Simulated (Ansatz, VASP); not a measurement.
One calculation of SnO2, two programs

The input INCAR:

```
PREC = Accurate ; ENCUT = 520
EDIFF = 1E-6 ; ISMEAR = 0
SIGMA = 0.05 ; LREAL = False
LASPH = True ; NELM = 60
ALGO = Normal ; ISIF = 2
LWAVE = False ; LCHARG = False
GGA = PS ; NBANDS = 20
```

The input KPOINTS:

```
Automatic mesh
0
Gamma
  12 12 12
```

The input POSCAR:

```
SnO2
1.0
    1.6321500000      0.9423222419      4.2927333333
   -1.6321500000      0.9423222419      4.2927333333
    0.0000000000     -1.8846444837      4.2927333333
Sn O
1 2
Direct
    0.5000000000      0.5000000000      0.5000000000
    0.2414378084      0.2414378084      0.2414378084
    0.7585621916      0.7585621916      0.7585621916
```

Input for Ansatz:

```yaml
crystal:
  lattice:
    - [1.63215, 0.9423222419, 4.2927333333]
    - [-1.63215, 0.9423222419, 4.2927333333]
    - [0.0, -1.8846444837, 4.2927333333]
  atoms:
    - { symbol: Sn, position: [0.5, 0.5, 0.5] }
    - { symbol: O, position: [0.2414378084, 0.2414378084, 0.2414378084] }
    - { symbol: O, position: [0.7585621916, 0.7585621916, 0.7585621916] }
basis:
  ecutwfc: 520.0
kpoints:
  mp_grid: { grid: [12, 12, 12] }
hamiltonian:
  xc: pbesol
  pseudopotentials: { kind: paw, azcp: { folder: soft_1 } }
scf:
  occupations: { method: gaussian, width: 0.05 }
output:
  forces: true
  stress: true
  eigenvalues: true
```

Alike in both runs: task single point; functional PBEsol; k mesh 12 × 12 × 12; occupations gaussian, width 0.05 eV; no spin polarisation.

|  | VASP | Ansatz |
| --- | --- | --- |
| version | VASP 6.6.1 | Ansatz 0.2.0 |
| potentials or method | VASP PAW PBE potentials, release 64 (Sn_d, O), cutoff 520 eV | scalar-relativistic, plane waves, PAW |
| valence electrons in the cell | 26 | 26 |

```csv
,VASP,Ansatz,Ansatz less VASP
gap on the k mesh at the Fermi level (eV),1.42,1.43,+0.016
least direct gap on the mesh (eV),1.42,1.44,+0.014
pressure (GPa),-3.0,-3.7,-0.68
"traceless stress, the component that is largest in VASP (GPa)",2.81,3.31,+0.493
rms of the force components (eV/Å),0.028,0.002,-0.0256
```

VASP's potentials were made for PBE, not for PBEsol, and Ansatz warns of the same on its side. Atom by atom the forces differ by 0.026 eV/Å (rms over components).
